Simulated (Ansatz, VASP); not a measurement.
**LiF in VASP and in Ansatz**

```xyz
4
Lattice="3.0686 0.0000 0.0000 -1.5343 2.6575 0.0000 0.0000 0.0000 4.8334" Properties=species:S:1:pos:R:3 pbc="T T T"
Li    0.0000    1.7717    1.8559
Li    1.5343    0.8858    4.2726
F     0.0000    1.7717    4.7900
F     1.5343    0.8858    2.3733
```

Alike in both runs: task single point; functional LDA; k mesh 9 × 9 × 6; occupations gaussian, width 0.05 eV; no spin polarisation.

|  | VASP | Ansatz |
| --- | --- | --- |
| version | VASP 6.6.1 | Ansatz 0.2.0 |
| potentials or method | VASP PAW LDA potentials, release 64 (Li_sv, F), cutoff 520 eV | scalar-relativistic, plane waves, PAW |
| valence electrons in the cell | 20 | 20 |

|  | VASP | Ansatz | Ansatz less VASP |
| --- | --- | --- | --- |
| gap on the k mesh at the Fermi level (eV) | 7.51 | 7.52 | +0.015 |
| least direct gap on the mesh (eV) | 7.51 | 7.52 | +0.015 |
| rms of the force components (eV/Å) | 0.053 | 0.053 | -0.0003 |

LDA's correlation is that of Perdew and Zunger in VASP and of Perdew and Wang (1992) in Ansatz. Atom by atom the forces differ by 0.000 eV/Å (rms over components).

Noted on VASP's run: the cutoff is short for stress, so the pressure is rough.
